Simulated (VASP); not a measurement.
# Ti2O in VASP: notebook

Ti2O is run at these levels: PBEsol; tasks: single point.

All numbers are computed with VASP 6.6.1; they aren't measurements. Logs are shortened: lines on timing, memory, paths and dates and some standing lists are left out, and cuts for length are marked.

## (1) The cell of the first run

The typed cell holds 3 atoms: a = 2.944 Å, b = 2.921 Å, c = 4.708 Å, α = 88.48°, β = 91.82°, γ = 119.47°.

## (2) Single point, PBEsol

INCAR

```
PREC = Accurate ; ENCUT = 520
EDIFF = 1E-7 ; ISMEAR = 0
SIGMA = 0.1 ; LREAL = F
LASPH = T ; NELM = 100
ALGO = Normal ; ISIF = 2
LWAVE = F ; LCHARG = T
GGA = PS ; LELF = T
LVHAR = T ; NBANDS = 22
```

KPOINTS

```
regular mesh
0
Gamma
  6 6 4
```

POSCAR

```
Ti2O
1.0
    2.9432780955      0.0201131738     -0.0466091727
   -1.4542205283      2.5333845928      0.0388784197
   -0.0752446324      0.0290314697      4.7072549871
Ti O
2 1
Direct
    0.6755482196      0.3348340732      0.2828520726
    0.3249469338      0.6615028209      0.7101950052
    0.0014606901     -0.0158981989     -0.0027680215
```

Potentials or basis: VASP PAW PBE potentials, release 64 (Ti_sv, O).

The run is started by

```sh
$ cat potpaw_PBE.64/Ti_sv/POTCAR potpaw_PBE.64/O/POTCAR > POTCAR
$ mpirun -np 1 vasp_std > vasp.out
```

OUTCAR:

```text
PREC = Accurate
   ENCUT = 520
   EDIFF = 1E-7
   ISMEAR = 0
   LREAL = F
   LASPH = T
   NELM = 100
   ISIF = 2
   GGA = PS

 ion  position               nearest neighbor table
   1  0.676  0.335  0.283-   3 2.12   3 2.17   3 2.21   2 2.58   2 2.63   2 2.69
   2  0.325  0.662  0.710-   3 2.16   3 2.17   3 2.18   1 2.58   1 2.63   1 2.69
   3  0.001  0.984  0.997-   1 2.12   2 2.16   1 2.17   2 2.17   2 2.18   1 2.21

  LATTYP: Found a triclinic cell.
 ALAT       =     2.9437158324
 B/A-ratio  =     0.9924033716
 C/A-ratio  =     1.5993207614
 COS(alpha) =     0.0266098687
 COS(beta)  =     0.0317690915
 COS(gamma) =     0.4920014989

  Lattice vectors:

 A1 = (   2.9432780955,   0.0201131738,  -0.0466091727)
 A2 = (   1.4542205283,  -2.5333845928,  -0.0388784197)
 A3 = (   0.0752446324,  -0.0290314697,  -4.7072549871)

Analysis of symmetry for initial positions (statically):
=====================================================================
 Subroutine PRICEL returns:
 Original cell was already a primitive cell.

 Routine SETGRP: Setting up the symmetry group for a
 triclinic supercell.

 Subroutine GETGRP returns: Found  1 space group operations
 (whereof  1 operations were pure point group operations)
 out of a pool of  2 trial point group operations.

The static configuration has the point symmetry C_1 .

Analysis of symmetry for dynamics (positions and initial velocities):
=====================================================================
 Subroutine PRICEL returns:
 Original cell was already a primitive cell.

 Routine SETGRP: Setting up the symmetry group for a
 triclinic supercell.

 Subroutine GETGRP returns: Found  1 space group operations
 (whereof  1 operations were pure point group operations)
 out of a pool of  2 trial point group operations.

The dynamic configuration has the point symmetry C_1 .

 Subroutine INISYM returns: Found  1 space group operations
 (whereof  1 operations are pure point group operations),
 and found     1 'primitive' translations

----------------------------------------------------------------------------------------

                                     Primitive cell

  volume of cell :      35.2268

  direct lattice vectors                    reciprocal lattice vectors
     2.943278096  0.020113174 -0.046609173     0.338496581  0.194240104  0.004212853
    -1.454220528  2.533384593  0.038878420    -0.002726075  0.393201910 -0.002468605
    -0.075244632  0.029031470  4.707254987     0.003374160 -0.001324275  0.212500138

  length of vectors
     2.943715832  2.921353517  4.707945847     0.390290791  0.393219109  0.212531050

  position of ions in fractional coordinates (direct lattice)
     0.675548220  0.334834073  0.282852073
     0.324946934  0.661502821  0.710195005
     0.001460690  0.984101801  0.997231978

  ion indices of the primitive-cell ions
   primitive index   ion index
                 1           1
                 2           2
                 3           3

----------------------------------------------------------------------------------------

 KPOINTS: regular mesh

Automatic generation of k-mesh.
 Grid dimensions read from file:
 generate k-points for:    6    6    4

 Generating k-lattice:

  Cartesian coordinates                     Fractional coordinates (reciprocal lattice)
     0.056416097  0.032373351  0.000702142     0.166666667  0.000000000  0.000000000
    -0.000454346  0.065533652 -0.000411434     0.000000000  0.166666667  0.000000000
     0.000843540 -0.000331069  0.053125034     0.000000000  0.000000000  0.250000000

  Length of vectors
     0.065048465  0.065536518  0.053132762

  Shift w.r.t. Gamma in fractional coordinates (k-lattice)
     0.000000000  0.000000000  0.000000000

 Subroutine IBZKPT returns following result:
 ===========================================

 Found     76 irreducible k-points:

 Following reciprocal coordinates:
            Coordinates               Weight
  0.000000  0.000000  0.000000      1.000000
  0.166667 -0.000000  0.000000      2.000000
  0.333333 -0.000000  0.000000      2.000000
  0.500000  0.000000  0.000000      1.000000
 -0.000000  0.166667 -0.000000      2.000000
  0.166667  0.166667  0.000000      2.000000
[... 16 lines left out ...]
  0.333333  0.000000  0.250000      2.000000
  0.500000 -0.000000  0.250000      2.000000
 [... further k-points ...]
   k-points           NKPTS =     76   k-points in BZ     NKDIM =     76   number of bands    NBANDS=     22
   number of dos      NEDOS =    301   number of ions     NIONS =      3
   total plane-waves  NPLWV =  20736
   dimension x,y,z NGX =    24 NGY =   24 NGZ =   36
   dimension x,y,z NGXF=    48 NGYF=   48 NGZF=   72
   ions per type =               2   1
   NGX,Y,Z   is equivalent  to a cutoff of  13.55, 13.66, 12.71 a.u.
   NGXF,Y,Z  is equivalent  to a cutoff of  27.11, 27.32, 25.42 a.u.
 SYSTEM =  unknown system
   PREC   = accura    normal or accurate (medium, high low for compatibility)
   ISTART =      0    job   : 0-new  1-cont  2-samecut
   ICHARG =      2    charge: 1-file 2-atom 10-const
   ISPIN  =      1    spin polarized calculation?
   LNONCOLLINEAR =      F non collinear calculations
   LSORBIT =      F    spin-orbit coupling
   LASPH  =      T    aspherical Exc in radial PAW
   ENCUT  =  520.0 eV  38.22 Ry    6.18 a.u.   5.47  5.43  8.75*2*pi/ulx,y,z
   NELM   =    100;   NELMIN=  2; NELMDL= -5     # of ELM steps
   EDIFF  = 0.1E-06   stopping-criterion for ELM
   LREAL  =      F    real-space projection
   EDIFFG = 0.1E-05   stopping-criterion for IOM
   NSW    =      0    number of steps for IOM
   IBRION =     -1    ionic relax: 0-MD 1-quasi-New 2-CG
   NFREE  =      0    steps in history (QN), initial steepest desc. (CG)
   ISIF   =      2    stress and relaxation
   ISYM   =      2    0-nonsym 1-usesym 2-fastsym
   POTIM  = 0.5000    time-step for ionic-motion
   TEBEG  =    0.0;   TEEND  =   0.0 temperature during run
   PSTRESS=    0.0 pullay stress
   NELECT =      30.0000    total number of electrons
   NUPDOWN=      -1.0000    fix difference up-down
   EMIN   =  10.00;   EMAX   =-10.00  energy-range for DOS
   EFERMI =   0.00;   METHOD = LEGACY
   ISMEAR =     0;   SIGMA  =   0.10  broadening in eV -4-tet -1-fermi 0-gaus
   EFERMI_NEDOS =   21; number of points for ismear=-14 and -15
   IALGO  =     38    algorithm
   IMIX   =      4    mixing-type and parameters
     AMIX     =   0.40;   BMIX     =  1.00
     AMIX_MAG =   1.60;   BMIX_MAG =  1.00
  volume/ion in A,a.u.               =      11.74        79.24
  Fermi-wavevector in a.u.,A,eV,Ry     =   1.551758  2.932398 32.762204  2.407954
  Thomas-Fermi vector in A             =   2.656232
   LORBIT       =      0    0 simple, 1 ext, 2 COOP (PROOUT), +10 PAW based schemes
   GGA     = PS    functional components
   LHFCALC =     F    Hartree Fock is set to
   AEXX    =    0.0000 exact exchange contribution
   IVDW    =     0    specifies the selected vdW correction
   LEPSILON=     F    determine dielectric tensor
   LRPA    =     F    only Hartree local field effects (RPA)
 non-spin polarized calculation
 Gauss-broadening in eV      SIGMA  =   0.10
  energy-cutoff  :      520.00
  volume of cell :       35.23
 maximum number of plane-waves:       972
 NGX is ok and might be reduce to    24
   NGX = 11   NGY = 11   NGZ = 17

 number of electron      30.0000000 magnetization

 Free energy of the ion-electron system (eV)
  ---------------------------------------------------
  ext. energy  EPLUGINS =         0.00000000
  ---------------------------------------------------
  free energy    TOTEN  =       -27.36843642 eV

  energy without entropy =      -27.36520751  energy(sigma->0) =      -27.36682196

 E-fermi :  10.2023     XC(G=0): -12.6403

 val. band max:       10.1636475042   @ k =  -0.1667   0.1667   0.2500
 cond. band min:      10.2406448467   @ k =   0.0000  -0.0000   0.5000
 fundamental gap:      0.0769973425
 Fermi energy:        10.2022951405

 k-point     1 :       0.0000    0.0000    0.0000
  band No.  band energies     occupation
      1     -46.8231      2.00000
      2     -46.6101      2.00000
      3     -23.6617      2.00000
      4     -22.9056      2.00000
      5     -22.8553      2.00000
      6     -22.7527      2.00000
[... 14 lines left out ...]
     21      11.7273      0.00000
     22      14.1316      0.00000

 k-point     2 :       0.1667   -0.0000    0.0000
  band No.  band energies     occupation
      1     -46.7912      2.00000
      2     -46.6051      2.00000
      3     -23.5838      2.00000
      4     -23.0687      2.00000
      5     -22.9065      2.00000
      6     -22.8613      2.00000
[... 14 lines left out ...]
     21      12.2940      0.00000
     22      13.3743      0.00000

 k-point     3 :       0.3333   -0.0000    0.0000
  band No.  band energies     occupation
      1     -46.7179      2.00000
      2     -46.6042      2.00000
      3     -23.4398      2.00000
      4     -23.3419      2.00000
      5     -23.0658      2.00000
      6     -22.9916      2.00000
[... 14 lines left out ...]
     21      13.0254      0.00000
     22      13.7139      0.00000

 k-point     4 :       0.5000    0.0000    0.0000
  band No.  band energies     occupation
      1     -46.6648      2.00000
      2     -46.6201      2.00000
      3     -23.4950      2.00000
      4     -23.4032      2.00000
      5     -23.0411      2.00000
      6     -23.0017      2.00000
[... 14 lines left out ...]
     21      13.3852      0.00000
     22      13.4056      0.00000

 k-point     5 :      -0.0000    0.1667   -0.0000
  band No.  band energies     occupation
      1     -46.7913      2.00000
      2     -46.6033      2.00000
      3     -23.5854      2.00000
      4     -23.0546      2.00000
      5     -22.9232      2.00000
      6     -22.8667      2.00000
[... 14 lines left out ...]
     21      12.2275      0.00000
     22      13.4197      0.00000

 k-point     6 :       0.1667    0.1667    0.0000
  band No.  band energies     occupation
      1     -46.7380      2.00000
      2     -46.6013      2.00000
      3     -23.4682      2.00000
      4     -23.2212      2.00000
      5     -23.1192      2.00000
      6     -22.9065      2.00000
[... 14 lines left out ...]
     21      13.0593      0.00000
     22      13.4264      0.00000

 k-point     7 :       0.3333    0.1667   -0.0000
  band No.  band energies     occupation
      1     -46.6684      2.00000
      2     -46.6147      2.00000
      3     -23.4397      2.00000
      4     -23.3524      2.00000
      5     -23.1615      2.00000
      6     -22.9914      2.00000
[... 324 lines left out ...]
      6     -23.0614      2.00000
[... 14 lines left out ...]
     21      13.3818      0.00000
     22      13.4858      0.00000

 k-point    21 :       0.0000   -0.0000    0.2500
  band No.  band energies     occupation
      1     -46.8110      2.00000
      2     -46.6226      2.00000
      3     -23.5609      2.00000
      4     -22.9016      2.00000
      5     -22.8555      2.00000
      6     -22.8486      2.00000
[... 14 lines left out ...]
     21      12.1488      0.00000
     22      13.5871      0.00000

 k-point    22 :       0.1667   -0.0000    0.2500
  band No.  band energies     occupation
      1     -46.7795      2.00000
      2     -46.6172      2.00000
      3     -23.5004      2.00000
      4     -23.1234      2.00000
      5     -22.8945      2.00000
      6     -22.8373      2.00000
[... 14 lines left out ...]
     21      12.6054      0.00000
     22      13.2915      0.00000

 k-point    23 :       0.3333    0.0000    0.2500
  band No.  band energies     occupation
      1     -46.7095      2.00000
      2     -46.6128      2.00000
      3     -23.4605      2.00000
      4     -23.3864      2.00000
      5     -22.9828      2.00000
      6     -22.9637      2.00000
[... 14 lines left out ...]
     21      13.0893      0.00000
     22      14.3802      0.00000

 k-point    24 :       0.5000   -0.0000    0.2500
  band No.  band energies     occupation
      1     -46.6609      2.00000
      2     -46.6239      2.00000
      3     -23.5417      2.00000
      4     -23.4396      2.00000
      5     -23.0194      2.00000
      6     -22.9764      2.00000
[... 14 lines left out ...]
     21      13.6198      0.00000
     22      14.0316      0.00000

 [... further k-points ...]

------------------------ aborting loop because EDIFF is reached ----------------------------------------

  FORCE on cell =-STRESS in cart. coord.  units (eV):
  Direction    XX          YY          ZZ          XY          YZ          ZX
  --------------------------------------------------------------------------------------
  -------------------------------------------------------------------------------------
  Total       -0.2998708     -0.0386767      2.1513020      0.0182733     -0.3137752      0.8090321
  in kB      -13.6386472     -1.7590855     97.8449700      0.8310995    -14.2710423     36.7961918
  external PRESSURE =      27.4824125 kB  Pullay stress =       0.0000000 kB

 VOLUME and BASIS-vectors are now :
 -----------------------------------------------------------------------------
  energy-cutoff  :      520.00
  volume of cell :       35.23
      direct lattice vectors                 reciprocal lattice vectors
     2.943278096  0.020113174 -0.046609173     0.338496581  0.194240104  0.004212853
    -1.454220528  2.533384593  0.038878420    -0.002726075  0.393201910 -0.002468605
    -0.075244632  0.029031470  4.707254987     0.003374160 -0.001324275  0.212500138

 POSITION                                       TOTAL-FORCE (eV/Angst)
 -----------------------------------------------------------------------------------
      1.48012      0.87006      1.31299        -0.103561     -0.160141     -2.067813
     -0.05900      1.70299      3.35364         0.245260     -0.071894      2.133019
     -1.50184      2.52209      4.73242        -0.141699      0.232034     -0.065206
 -----------------------------------------------------------------------------------
    total drift:                               -0.000109      0.000152      0.000257

  FREE ENERGIE OF THE ION-ELECTRON SYSTEM (eV)
  ---------------------------------------------------
  free  energy   TOTEN  =       -27.3684364178 eV

  energy  without entropy=      -27.3652075120  energy(sigma->0) =      -27.36682196
```

Run time: 58 s. Hardware: 1 thread of Intel Xeon Platinum 8375C at 2.90GHz (Ice Lake), shared host; peak memory 0.19 GiB.

Results:

```yaml
Free_energy: -27.3684 eV
Pressure: 2.7 GPa
Largest_force: 2.148 eV/Å
Band_gap_on_the_k_mesh: zero (band 15 reaches 10.34 eV, above the bottom of band 16 at 9.74 eV)
```

Forces in eV/Å, atoms in the order of the input:
```
Ti  -0.104 -0.160 -2.068
Ti   0.245 -0.072  2.133
O   -0.142  0.232 -0.065
```

Stress tensor (GPa, compression positive):
```
-1.36  0.08  3.68
 0.08 -0.18 -1.43
 3.68 -1.43  9.78
```

Caveat: the k points lie up to 0.41 Å⁻¹ apart; the PAW data sets were made with another functional, which shifts forces and pressure a little.

## (3) Single point, PBEsol

This run uses another cell than the first one, of 11.60 Å³/atom, 0.988 times its volume.

INCAR

```
PREC     = Accurate       # precision mode
ENCUT    = 520            # plane-wave cutoff, eV
EDIFF    = 1E-7           # SCF threshold, eV
ISMEAR   = 0              # smearing method
SIGMA    = 0.1            # smearing width, eV
LREAL    = F              # projectors in reciprocal space
LASPH    = T              # aspherical terms in the spheres
NELM     = 80             # most SCF steps
ALGO     = Normal         # electronic algorithm
ISIF     = 2              # what is computed and relaxed
LWAVE    = F              # write WAVECAR
LCHARG   = F              # write CHGCAR
GGA      = PS             # functional
NBANDS   = 22             # bands
```

KPOINTS

```
Automatic mesh
0
Gamma
  12 12 6
```

POSCAR

```
Ti2O
1.0
    2.9193980238      0.0000000000      0.0000000000
   -1.4596990119      2.5282728524      0.0000000000
    0.0000000000      0.0000000000      4.7130000000
Ti O
2 1
Direct
    0.6666666667      0.3333333333      0.2787400000
    0.3333333333      0.6666666667      0.7212600000
    0.0000000000      0.0000000000      0.0000000000
```

Potentials or basis: VASP PAW PBE potentials, release 64 (Ti_sv, O).

The run is started by

```sh
$ cat potpaw_PBE.64/Ti_sv/POTCAR potpaw_PBE.64/O/POTCAR > POTCAR
$ mpirun -np 1 vasp_std > vasp.out
```

Wall time 66 s (1 thread of Intel Xeon Platinum 8375C at 2.90GHz (Ice Lake), shared host); peak memory 0.2 GiB.

It converged, with:

| Property | Result |
| --- | --- |
| Free energy | -27.5180 eV |
| Pressure | 4.6 GPa |
| Largest force | 1.290 eV/Å |
| Band gap on the k mesh | zero (band 15 reaches 10.75 eV, above the bottom of band 16 at 9.87 eV) |

Forces on the atoms (eV/Å):
```
Ti   0.000  0.000 -1.290
Ti   0.000  0.000  1.290
O    0.000  0.000  0.000
```

Stress tensor (GPa, compression positive):
```
2.93 0.00 0.00
0.00 2.93 0.00
0.00 0.00 8.02
```

Levels at points of the mesh, in eV from the Fermi level:
| k point | band 13 | band 14 | band 15 | band 16 | band 17 | band 18 |
| --- | --- | --- | --- | --- | --- | --- |
| (0.00, 0.00, 0.00) | -3.74 | -0.44 | 0.34 | 0.42 | 0.42 | 0.92 |
| (0.50, 0.00, 0.00) | -2.87 | -1.40 | -0.48 | 1.23 | 1.67 | 2.96 |
| (0.00, 0.00, 0.50) | -2.05 | -1.60 | 0.07 | 0.07 | 1.41 | 1.96 |
| (0.50, 0.00, 0.50) | -1.64 | -1.43 | -0.64 | -0.45 | 0.79 | 2.94 |

Caveat: the PAW data sets were made with another functional, which shifts forces and pressure a little.

[end of part 1 of 2]
